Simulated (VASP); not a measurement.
Here is a VASP 6.6.1 calculation.

INCAR

```
SYSTEM = NiO2
ALGO = Normal
EDIFF = 1E-6
ENCUT = 700
GGA = CA
GGA_COMPAT = .False.
ISIF = 2
ISMEAR = 0
LASPH = .True.
LCHARG = .True.
LELF = .True.
LREAL = .False.
LVHAR = .True.
LWAVE = .False.
NBANDS = 22
NELM = 120
PREC = Accurate
SIGMA = 0.05
```

File KPOINTS:

```
k-points
0
Gamma
  12 12 6
  0 0 0
```

POSCAR

```
NiO2
1.0
    2.7239885620      0.0000000000      0.0000000000
   -1.3619942810      2.3590432943      0.0000000000
    0.0000000000      0.0000000000      4.3267834318
Ni O
1 2
Direct
    0.0000000000      0.0000000000      0.5000000000
    0.6666666667      0.3333333333      0.6948483030
    0.3333333333      0.6666666667      0.3051516970
```

Potentials or basis: VASP PAW LDA potentials, release 64 (Ni_sv_GW, O).

Run with:

```bash
$ cat potpaw_LDA.64/Ni_sv_GW/POTCAR potpaw_LDA.64/O/POTCAR > POTCAR
$ mpirun -np 1 vasp_std > vasp.out
```

(1) What does it give for the band gap on the k mesh?

(2) What does it give for the largest force?

(3) Estimate the pressure.

Results:

(1) 0.90 eV (least direct gap 1.38 eV).

(2) 2.330 eV/Å.

(3) 24.6 GPa.

Caveat: the stress differs along the axes, from 21 to 27 GPa; the run has no spin polarisation, though such a crystal can be magnetic; forces of over 1 eV/Å act on the atoms, so gaps and moduli don't describe the material at rest.
